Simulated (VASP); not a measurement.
Write the native input for VASP 6.6.1 that does the following.

```yaml
Task: relaxation of cell and atoms
Functional: PBE
Potentials_or_basis: VASP PAW PBE potentials, release 64 (Ho_3, O), 4f in core
Cutoff: 600 eV
k_mesh: 6 × 6 × 5
Occupations: gaussian, width 0.2 eV
Spin: no spin polarisation
Dipole_correction: no
Further_INCAR_settings: ALGO = Normal; EDIFF = 1e-07; IBRION = 2; EDIFFG = -0.08; NSW = 36; ISIF = 3
```

The structure of Ho2O lies in POSCAR:

```
Ho2O
1.0
    3.1220739700     -1.9138934400      0.0000000000
    3.1220739700      1.9138934400      0.0000000000
   -0.0030747400      0.0000000000      4.4027797900
Ho O
2 1
Direct
    0.6883999700      0.6883999700      0.7121999900
    0.3116000300      0.3116000300      0.2878000100
    0.0000000000      0.0000000000      0.0000000000
```

The cell was generated, and may not be a known phase.

These files were run (other wordings do the same):

INCAR

```
SYSTEM = Ho2O
PREC = Accurate ; ENCUT = 600
EDIFF = 1E-7 ; ISMEAR = 0
SIGMA = 0.2 ; LREAL = .False.
LASPH = .True. ; NELM = 200
ALGO = Normal ; ISIF = 3
LWAVE = .False. ; LCHARG = .False.
GGA = PE ; IBRION = 2
NSW = 36 ; EDIFFG = -0.08
GGA_COMPAT = .False. ; NELMIN = 4
LMAXMIX = 6
```

KPOINTS

```
Automatic mesh
0
Gamma
  6 6 5
  0 0 0
```

Potentials or basis: VASP PAW PBE potentials, release 64 (Ho_3, O), 4f in core.

Command:

```console
$ cat potpaw_PBE.64/Ho_3/POTCAR potpaw_PBE.64/O/POTCAR > POTCAR
$ mpirun -np 1 vasp_std > vasp.out
```

Results of the run:

```
Relaxed volume                        : 19.98 Å³/atom
Relaxed cell                          : a = 3.501 Å, b = 3.501 Å, c = 5.636 Å, α = 89.70°, β = 89.70°, γ = 60.19°
Space group after relaxing (to 0.1 Å) : P-3m1 (No. 164)
Energy gained by relaxing             : 921.0 meV/atom
Ionic steps                           : 17
Pressure after relaxing               : 0.3 GPa
Largest force after relaxing          : 0.052 eV/Å
Band gap on the k mesh                : zero (bands 12 and 13 overlap by 0.79 eV)
```

Caveat: a cell axis changed by over 15 % at a fixed basis, so the end point is rough; spin-orbit coupling is left out, which moves the levels of the heavy elements; the 4f electrons are frozen in the core, so they carry no moment and show no levels; the run has no spin polarisation, though such a crystal can be magnetic; the relaxation stopped at a loose force limit of 0.08 eV/Å, so its end isn't a converged minimum.

Run time: 15 min on 1 thread of Intel(R) Xeon(R) Platinum 8259CL CPU @ 2.50GHz (Skylake/Cascade Lake), with other jobs on the host, peak memory 0.23 GiB.
